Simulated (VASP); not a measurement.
Set up this calculation in VASP 6.6.1, as the native input.

- Task: single point
- Functional: PBEsol
- Potentials or basis: VASP PAW PBE potentials, release 64 (Zr_sv, C)
- Cutoff: 520 eV
- k mesh: 9 × 9 × 5
- Occupations: fermi-dirac, width 0.05 eV
- Spin: no spin polarisation
- Hubbard terms: Zr d U = 8.0 eV
- Dipole correction: no
- Further INCAR settings: ALGO = Normal; EDIFF = 1e-06; NBANDS = 24

The structure of ZrC lies in POSCAR:

```
ZrC
1.0
    3.3914762718      0.0000000000      0.0000000000
   -1.6957381359      2.9371046077      0.0000000000
    0.0000000000      0.0000000000      5.2900530000
Zr C
2 2
Direct
    0.6666666667      0.3333333333      0.7500000000
    0.3333333333      0.6666666667      0.2500000000
    0.0000000000      0.0000000000      0.5000000000
    0.0000000000      0.0000000000      0.0000000000
```

One way to write it, as run:

INCAR

```
PREC = Accurate
ENCUT = 520
EDIFF = 1E-6
ISMEAR = -1
SIGMA = 0.05
LREAL = False
LASPH = True
NELM = 150
ALGO = Normal
ISIF = 2
LWAVE = False
LCHARG = False
LMAXMIX = 4
LDAU = True
LDAUTYPE = 2
LDAUL = 2 -1
LDAUU = 8 0
LDAUJ = 0 0
LDAUPRINT = 1
GGA = PS
NBANDS = 24
```

KPOINTS

```
Automatic mesh
0
Gamma
  9 9 5
```

Potentials or basis: VASP PAW PBE potentials, release 64 (Zr_sv, C).

Run with:

```bash
$ cat potpaw_PBE.64/Zr_sv/POTCAR potpaw_PBE.64/C/POTCAR > POTCAR
$ mpirun -np 1 vasp_std > vasp.out
```

Results of the run:

```json
{"Pressure": "15.2 GPa", "Band gap on the k mesh": "zero (band 16 reaches 12.15 eV, above the bottom of band 17 at 10.72 eV)"}
```

Caveat: the PAW data sets were made with another functional, which shifts forces and pressure a little; U without spin polarisation on a metal has little footing; the U is typed as a test and isn't derived for this compound.

It took 36 s on 1 thread of Intel Xeon 6975P-C, with other jobs on the host, peak memory 0.19 GiB.
